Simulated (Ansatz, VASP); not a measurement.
**WS2 in VASP and in Ansatz**

File INCAR:

```
SYSTEM = WS2
ALGO = Normal ; EDIFF = 1E-7
EDIFFG = -0.002 ; ENCUT = 500
GGA = PE ; GGA_COMPAT = .FALSE.
IBRION = 2 ; ISIF = 3
ISMEAR = 0 ; LASPH = .TRUE.
LCHARG = .FALSE. ; LREAL = .FALSE.
LWAVE = .FALSE. ; NELM = 120
NELMIN = 4 ; NSW = 100
PREC = Accurate ; SIGMA = 0.02
```

Contents of KPOINTS:

```
k-points
0
G
  12 12 2
  0 0 0
```

Contents of POSCAR:

```
WS2
1.0
    3.1885629334      0.0000000029      0.0000000000
   -1.5942814692      2.7613765004      0.0000000000
    0.0000000000      0.0000000000     14.4040068514
W S
2 4
Direct
    0.6666666667      0.3333333333      0.2500000000
    0.3333333333      0.6666666667      0.7500000000
    0.6666666667      0.3333333333      0.6410379562
    0.3333333333      0.6666666667      0.3589620438
    0.6666666667      0.3333333333      0.8589620438
    0.3333333333      0.6666666667      0.1410379562
```

Input for Ansatz:

```yaml
crystal:
  lattice:
    - [3.1885629334, 2.9e-09, 0.0]
    - [-1.5942814692, 2.7613765004, 0.0]
    - [0.0, 0.0, 14.4040068514]
  atoms:
    - { symbol: W, position: [0.6666666667, 0.3333333333, 0.25] }
    - { symbol: W, position: [0.3333333333, 0.6666666667, 0.75] }
    - { symbol: S, position: [0.6666666667, 0.3333333333, 0.6410379562] }
    - { symbol: S, position: [0.3333333333, 0.6666666667, 0.3589620438] }
    - { symbol: S, position: [0.6666666667, 0.3333333333, 0.8589620438] }
    - { symbol: S, position: [0.3333333333, 0.6666666667, 0.1410379562] }
basis:
  ecutwfc: 420
kpoints:
  mp_grid: { grid: [12, 12, 2] }
hamiltonian:
  xc: pbe
  pseudopotentials: { kind: paw }
scf:
  occupations: { method: gaussian, width: 0.02 }
output:
  forces: true
  stress: true
  eigenvalues: true
  write_density: true
  write_potential: true
  elf: true
  volumetric_format: npy
relax:
  adjacent_minimum: "off"
  f_tol: 0.002
  max_steps: 80
  cell: { stress_tol: 0.02 }
```

Alike in both runs: task relaxation of cell and atoms; functional PBE; k mesh 12 × 12 × 2; occupations gaussian, width 0.02 eV; no spin polarisation.

|  | VASP | Ansatz |
| --- | --- | --- |
| version | VASP 6.6.1 | Ansatz 0.2.0 |
| potentials or method | VASP PAW PBE potentials, release 64 (W_sv, S), cutoff 500 eV | scalar-relativistic, plane waves, PAW |
| valence electrons in the cell | 52 | 52 |

```csv
,VASP,Ansatz,Ansatz less VASP
"gap on the k mesh at the Fermi level, each at its own relaxed structure (eV)",1.59,1.62,+0.033
relaxed volume (Å³/atom),21.14,21.76,+0.630
relaxed cell length with the largest relative difference (Å),14.414,14.838,+0.4249
```

Spin-orbit coupling is off throughout.
